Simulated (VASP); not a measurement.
# BaF2 (Frankdicksonite) (Fm-3m) in VASP: further runs

BaF2 (Frankdicksonite) is run at these levels: PBEsol; tasks: relaxation of cell and atoms.

Program: VASP 6.6.1. These are calculated values, not measurements. Logs are shortened: lines on timing, memory, paths and dates and some standing lists are left out, and cuts for length are marked.

### Step 1. The cell of the first run

It takes space group Fm-3m (No. 225, cubic). The conventional cell has a = 6.138 Å, b = 6.138 Å, c = 6.138 Å, α = 90.00°, β = 90.00°, γ = 90.00°. Within 3.5 Å of Ba (site symmetry m-3m) lie 8 F at 2.66 Å. F (site symmetry -43m) has 4 Ba at 2.66 Å and 6 F at 3.07 Å within 3.5 Å.

### Step 2. Relaxation of cell and atoms, PBEsol, target pressure 1 GPa, at which the enthalpy is minimised

INCAR

```
SYSTEM = BaF2
ALGO = Normal
EDIFF = 1E-7
EDIFFG = -0.002
ENCUT = 600
GGA = PS
GGA_COMPAT = .False.
IBRION = 2
ISIF = 3
ISMEAR = 0
LASPH = .True.
LCHARG = .False.
LREAL = .False.
LWAVE = .False.
NELM = 120
NELMIN = 4
NSW = 100
PREC = Accurate
PSTRESS = 10.0
SIGMA = 0.01
```

KPOINTS

```
k-points
0
Gamma
  6 6 6
  0 0 0
```

POSCAR

```
BaF2
1.0
    0.0000000000      3.0688948143      3.0688948143
    3.0688948143      0.0000000000      3.0688948143
    3.0688948143      3.0688948143      0.0000000000
Ba F
1 2
Direct
    0.0000000000      0.0000000000      0.0000000000
    0.2500000000      0.2500000000      0.2500000000
    0.7500000000      0.7500000000      0.7500000000
```

Potentials or basis: VASP PAW PBE potentials, release 64 (Ba_sv, F).

Launch:

```bash
$ cat potpaw_PBE.64/Ba_sv/POTCAR potpaw_PBE.64/F/POTCAR > POTCAR
$ mpirun -np 1 vasp_std > vasp.out
```

OUTCAR:

```text
SYSTEM = BaF2
   EDIFF = 1E-7
   EDIFFG = -0.002
   ENCUT = 600
   GGA = PS
   IBRION = 2
   ISIF = 3
   ISMEAR = 0
   LASPH = .True.
   LREAL = .False.
   NELM = 120
   NELMIN = 4
   NSW = 100
   PREC = Accurate
   PSTRESS = 10.0

 ion  position               nearest neighbor table
   1  0.000  0.000  0.000-   3 2.66   3 2.66   3 2.66   2 2.66   3 2.66   2 2.66   2 2.66   2 2.66

   2  0.250  0.250  0.250-   1 2.66   1 2.66   1 2.66   1 2.66
   3  0.750  0.750  0.750-   1 2.66   1 2.66   1 2.66   1 2.66

  LATTYP: Found a face centered cubic cell.
 ALAT       =     6.1377896286

  Lattice vectors:

 A1 = (   0.0000000000,   3.0688948143,   3.0688948143)
 A2 = (   3.0688948143,   0.0000000000,   3.0688948143)
 A3 = (   3.0688948143,   3.0688948143,   0.0000000000)

Analysis of symmetry for initial positions (statically):
=====================================================================
 Subroutine PRICEL returns:
 Original cell was already a primitive cell.

 Routine SETGRP: Setting up the symmetry group for a
 face centered cubic supercell.

 Subroutine GETGRP returns: Found 48 space group operations
 (whereof 48 operations were pure point group operations)
 out of a pool of 48 trial point group operations.

The static configuration has the point symmetry O_h .

Analysis of symmetry for dynamics (positions and initial velocities):
=====================================================================
 Subroutine PRICEL returns:
 Original cell was already a primitive cell.

 Routine SETGRP: Setting up the symmetry group for a
 face centered cubic supercell.

 Subroutine GETGRP returns: Found 48 space group operations
 (whereof 48 operations were pure point group operations)
 out of a pool of 48 trial point group operations.

The dynamic configuration has the point symmetry O_h .

 Subroutine INISYM returns: Found 48 space group operations
 (whereof 48 operations are pure point group operations),
 and found     1 'primitive' translations

----------------------------------------------------------------------------------------

                                     Primitive cell

  volume of cell :      57.8064

  direct lattice vectors                    reciprocal lattice vectors
     0.000000000  3.068894814  3.068894814    -0.162925102  0.162925102  0.162925102
     3.068894814  0.000000000  3.068894814     0.162925102 -0.162925102  0.162925102
     3.068894814  3.068894814  0.000000000     0.162925102  0.162925102 -0.162925102

  length of vectors
     4.340072668  4.340072668  4.340072668     0.282194554  0.282194554  0.282194554

  position of ions in fractional coordinates (direct lattice)
     0.000000000  0.000000000  0.000000000
     0.250000000  0.250000000  0.250000000
     0.750000000  0.750000000  0.750000000

  ion indices of the primitive-cell ions
   primitive index   ion index
                 1           1
                 2           2
                 3           3

----------------------------------------------------------------------------------------

 KPOINTS: k-points

Automatic generation of k-mesh.
 Grid dimensions read from file:
 generate k-points for:    6    6    6

 Generating k-lattice:

  Cartesian coordinates                     Fractional coordinates (reciprocal lattice)
    -0.027154184  0.027154184  0.027154184     0.166666667  0.000000000  0.000000000
     0.027154184 -0.027154184  0.027154184     0.000000000  0.166666667  0.000000000
     0.027154184  0.027154184 -0.027154184     0.000000000  0.000000000  0.166666667

  Length of vectors
     0.047032426  0.047032426  0.047032426

  Shift w.r.t. Gamma in fractional coordinates (k-lattice)
     0.000000000  0.000000000  0.000000000

 Subroutine IBZKPT returns following result:
 ===========================================

 Found     16 irreducible k-points:

 Following reciprocal coordinates:
            Coordinates               Weight
  0.000000  0.000000  0.000000      1.000000
  0.166667  0.000000  0.000000      8.000000
  0.333333  0.000000  0.000000      8.000000
  0.500000  0.000000  0.000000      4.000000
  0.166667  0.166667  0.000000      6.000000
  0.333333  0.166667  0.000000     24.000000
[... 8 lines left out ...]
 -0.333333  0.333333  0.166667     24.000000
 -0.333333  0.500000  0.166667     12.000000
   k-points           NKPTS =     16   k-points in BZ     NKDIM =     16   number of bands    NBANDS=     16
   number of dos      NEDOS =    301   number of ions     NIONS =      3
   total plane-waves  NPLWV =  46656
   dimension x,y,z NGX =    36 NGY =   36 NGZ =   36
   dimension x,y,z NGXF=    72 NGYF=   72 NGZF=   72
   ions per type =               1   2
   NGX,Y,Z   is equivalent  to a cutoff of  13.79, 13.79, 13.79 a.u.
   NGXF,Y,Z  is equivalent  to a cutoff of  27.58, 27.58, 27.58 a.u.
 SYSTEM =  BaF2
   PREC   = accura    normal or accurate (medium, high low for compatibility)
   ISTART =      0    job   : 0-new  1-cont  2-samecut
[... 9 lines left out ...]
   EDIFFG = -.2E-02   stopping-criterion for IOM
   NSW    =    100    number of steps for IOM
   IBRION =      2    ionic relax: 0-MD 1-quasi-New 2-CG
   NFREE  =      1    steps in history (QN), initial steepest desc. (CG)
   ISIF   =      3    stress and relaxation
   ISYM   =      2    0-nonsym 1-usesym 2-fastsym
   POTIM  = 0.5000    time-step for ionic-motion
   TEBEG  =    0.0;   TEEND  =   0.0 temperature during run
   PSTRESS=   10.0 pullay stress
   NELECT =      24.0000    total number of electrons
   NUPDOWN=      -1.0000    fix difference up-down
   EMIN   =  10.00;   EMAX   =-10.00  energy-range for DOS
   EFERMI =   0.00;   METHOD = LEGACY
   ISMEAR =     0;   SIGMA  =   0.01  broadening in eV -4-tet -1-fermi 0-gaus
   EFERMI_NEDOS =   21; number of points for ismear=-14 and -15
   IALGO  =     38    algorithm
   IMIX   =      4    mixing-type and parameters
     AMIX     =   0.40;   BMIX     =  1.00
     AMIX_MAG =   1.60;   BMIX_MAG =  1.00
  volume/ion in A,a.u.               =      19.27       130.03
  Fermi-wavevector in a.u.,A,eV,Ry     =   1.221293  2.307909 20.293863  1.491557
  Thomas-Fermi vector in A             =   2.356480
   LORBIT       =      0    0 simple, 1 ext, 2 COOP (PROOUT), +10 PAW based schemes
   GGA     = PS    functional components
   LHFCALC =     F    Hartree Fock is set to
   AEXX    =    0.0000 exact exchange contribution
   IVDW    =     0    specifies the selected vdW correction
   LEPSILON=     F    determine dielectric tensor
   LRPA    =     F    only Hartree local field effects (RPA)
 conjugate gradient relaxation of ions
 non-spin polarized calculation
 Gauss-broadening in eV      SIGMA  =   0.01
  energy-cutoff  :      600.00
  volume of cell :       57.81
 maximum number of plane-waves:      1964
 NGX is ok and might be reduce to    36
   NGX = 17   NGY = 17   NGZ = 17

--------------------------------------- Ionic step        1  -------------------------------------------

 number of electron      23.9999989 magnetization

 Free energy of the ion-electron system (eV)
  ---------------------------------------------------
  ext. energy  EPLUGINS =         0.00000000
  ---------------------------------------------------
  free energy    TOTEN  =       -17.63915670 eV

  energy without entropy =      -17.63915670  energy(sigma->0) =      -17.63915670

------------------------ aborting loop because EDIFF is reached ----------------------------------------

  FORCE on cell =-STRESS in cart. coord.  units (eV):
  Direction    XX          YY          ZZ          XY          YZ          ZX
  --------------------------------------------------------------------------------------
  -------------------------------------------------------------------------------------
  Total        0.4362535      0.4362535      0.4362535     -0.0000000      0.0000000     -0.0000000
  in kB       12.0913150     12.0913150     12.0913150     -0.0000000      0.0000000     -0.0000000
  external PRESSURE =       2.0913150 kB  Pullay stress =      10.0000000 kB

 VOLUME and BASIS-vectors are now :
 -----------------------------------------------------------------------------
  energy-cutoff  :      600.00
  volume of cell :       57.81
      direct lattice vectors                 reciprocal lattice vectors
     0.000000000  3.068894814  3.068894814    -0.162925102  0.162925102  0.162925102
     3.068894814  0.000000000  3.068894814     0.162925102 -0.162925102  0.162925102
     3.068894814  3.068894814  0.000000000     0.162925102  0.162925102 -0.162925102
[... 48 lines left out ...]
  FREE ENERGIE OF THE ION-ELECTRON SYSTEM (eV)
  ---------------------------------------------------
  free  energy   TOTEN  =       -17.6405890555 eV

  energy  without entropy=      -17.6405890555  energy(sigma->0) =      -17.64058906

  enthalpy is  TOTEN    =       -17.2784750267 eV   P V=        0.3621140288

--------------------------------------- Ionic step        3  -------------------------------------------

 number of electron      23.9999990 magnetization

 Free energy of the ion-electron system (eV)
  ---------------------------------------------------
  ext. energy  EPLUGINS =         0.00000000
  ---------------------------------------------------
  free energy    TOTEN  =       -17.64042482 eV

  energy without entropy =      -17.64042482  energy(sigma->0) =      -17.64042482

 E-fermi :  -2.0529     XC(G=0):  -9.0427

 val. band max:       -2.0960653893   @ k =  -0.1667   0.1667   0.0000
 cond. band min:       4.6610424705   @ k =   0.0000   0.0000   0.0000
 fundamental gap:      6.7571078598
 Fermi energy:        -2.0529065300

 k-point     1 :       0.0000    0.0000    0.0000
  band No.  band energies     occupation
      1     -25.0936      2.00000
      2     -20.9313      2.00000
      3     -20.8497      2.00000
      4      -9.8807      2.00000
      5      -9.8807      2.00000
      6      -9.8807      2.00000
[... 8 lines left out ...]
     15       7.1250      0.00000
     16       9.4632      0.00000
[... 305 lines left out ...]
 POSITION                                       TOTAL-FORCE (eV/Angst)
 -----------------------------------------------------------------------------------
      0.00000      0.00000      0.00000         0.000000     -0.000000     -0.000000
      1.53607      1.53607      1.53607        -0.000000     -0.000000     -0.000000
      4.60822      4.60822      4.60822         0.000000      0.000000      0.000000
 -----------------------------------------------------------------------------------
    total drift:                                0.000000      0.000000      0.000000

  FREE ENERGIE OF THE ION-ELECTRON SYSTEM (eV)
  ---------------------------------------------------
  free  energy   TOTEN  =       -17.6404248242 eV

  energy  without entropy=      -17.6404248242  energy(sigma->0) =      -17.64042482

  enthalpy is  TOTEN    =       -17.2784776744 eV   P V=        0.3619471497

 reached required accuracy - stopping structural energy minimisation
```

Wall time 55 s (1 thread of Intel Xeon Platinum 8488C (Sapphire Rapids), shared host); peak memory 0.21 GiB.

What came out:

- Free energy: -17.6404 eV
- Relaxed volume: 19.33 Å³/atom
- Relaxed cell: a = 4.345 Å, b = 4.345 Å, c = 4.345 Å, α = 60.00°, β = 60.00°, γ = 60.00°
- Space group after relaxing (to 0.05 Å): Fm-3m (No. 225)
- Energy change on relaxing (the enthalpy is what falls): -0.4 meV/atom
- Ionic steps: 3
- Pressure after relaxing: 1.0 GPa
- Band gap on the k mesh: 6.76 eV, indirect (least direct gap 6.83 eV)

Step by step:
```
step  energy change (eV)  largest force (eV/Å)  pressure (GPa)  volume (Å³)
   1              0.0000                0.0000            1.21        57.81
   2             -0.0014                0.0000            0.97        58.02
   3             -0.0013                0.0000            1.00        57.99
```

Final structure:
```yaml
crystal:
  lattice:
    - [0.00000, 3.07215, 3.07215]
    - [3.07215, 0.00000, 3.07215]
    - [3.07215, 3.07215, 0.00000]
  atoms:
    - { symbol: Ba, position: [0.00000, 0.00000, 0.00000] }
    - { symbol: F, position: [0.25000, 0.25000, 0.25000] }
    - { symbol: F, position: [0.75000, 0.75000, 0.75000] }
```

Caveat: the cell is relaxed towards a set pressure, so the enthalpy falls and the energy may rise; the PAW data sets were made with another functional, which shifts forces and pressure a little; spin-orbit coupling is left out, which moves the levels of the heavy elements.

[end of part 1 of 2]
